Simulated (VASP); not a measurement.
A run of VASP 6.6.1 is set up as follows.

Contents of INCAR:

```
PREC = Accurate ; ENCUT = 520
EDIFF = 1E-6 ; ISMEAR = -1
SIGMA = 0.05 ; LREAL = F
LASPH = T ; NELM = 100
ALGO = Fast ; ISIF = 2
LWAVE = F ; LCHARG = F
GGA = PE ; NBANDS = 14
```

File KPOINTS:

```
regular mesh
0
Gamma
  12 12 12
```

Contents of POSCAR:

```
Rh
1.0
    0.0000000000      1.8591074964      1.8591074964
    1.8591074964      0.0000000000      1.8591074964
    1.8591074964      1.8591074964      0.0000000000
Rh
1
Direct
    0.0000000000      0.0000000000      0.0000000000
```

Potentials or basis: VASP PAW PBE potentials, release 64 (Rh_pv).

Command:

```bash
$ cat potpaw_PBE.64/Rh_pv/POTCAR > POTCAR
$ mpirun -np 1 vasp_std > vasp.out
```

(1) Estimate the pressure.

Answers

(1) 28.5 GPa.
